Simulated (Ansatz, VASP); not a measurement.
## TaSi2 in VASP and in Ansatz

The input INCAR:

```
PREC = Accurate
ENCUT = 520
EDIFF = 1E-6
ISMEAR = 0
SIGMA = 0.1
LREAL = False
LASPH = True
NELM = 80
ALGO = Normal
ISIF = 2
LWAVE = False
LCHARG = False
GGA = PE
NBANDS = 16
```

File KPOINTS:

```
Automatic mesh
0
Gamma
  6 6 4
```

File POSCAR:

```
TaSi2
1.0
    2.4390139019     -1.5581902218      0.0000000000
    2.4390139019      1.5581902218      0.0000000000
   -0.0818803160      0.0000000000      6.1443070514
Ta Si
1 2
Direct
    0.0000000000      0.0000000000      0.5000000000
    0.6643652629      0.6643652629      0.8394056958
    0.3356347371      0.3356347371      0.1605943042
```

Input for Ansatz:

```yaml
crystal:
  lattice:
    - [2.4390139019, -1.5581902218, 0.0]
    - [2.4390139019, 1.5581902218, 0.0]
    - [-0.081880316, 0.0, 6.1443070514]
  atoms:
    - { symbol: Ta, position: [0.0, 0.0, 0.5] }
    - { symbol: Si, position: [0.6643652629, 0.6643652629, 0.8394056958] }
    - { symbol: Si, position: [0.3356347371, 0.3356347371, 0.1605943042] }
basis:
  ecutwfc: 420
kpoints:
  mp_grid: { grid: [6, 6, 4] }
hamiltonian:
  xc: pbe
scf:
  occupations: { method: gaussian, width: 0.1 }
  lower_state_search: "off"
output:
  forces: true
  stress: true
  eigenvalues: true
```

Change from the starting cell: the structure that the rattled cell fell into.

Alike in both runs: task single point; functional PBE; k mesh 6 × 6 × 4; occupations gaussian, width 0.1 eV; no spin polarisation.

|  | VASP | Ansatz |
| --- | --- | --- |
| version | VASP 6.6.1 | Ansatz 0.2.0 |
| potentials or method | VASP PAW PBE potentials, release 64 (Ta_pv, Si), cutoff 520 eV | scalar-relativistic, plane waves, PAW |
| valence electrons in the cell | 19 | 21 |

|  | VASP | Ansatz | Ansatz less VASP |
| --- | --- | --- | --- |
| gap on the k mesh at the Fermi level (eV) | none | none | - |
| pressure (GPa) | 0.1 | 0.1 | -0.06 |
| traceless stress, the component that is largest in VASP (GPa) | 1.84 | 1.86 | +0.013 |
| rms of the force components (eV/Å) | 0.027 | 0.026 | -0.0011 |

Atom by atom the forces differ by 0.007 eV/Å (rms over components). A gap of «none» marks a metal or a gap that the smearing closes. VASP's potentials hold 19 valence electrons a cell and Ansatz's 21, so a difference there can come from the potentials and not from the codes.

The k mesh is coarse, so the values compare programs but aren't converged. Neither program's run includes spin-orbit coupling.
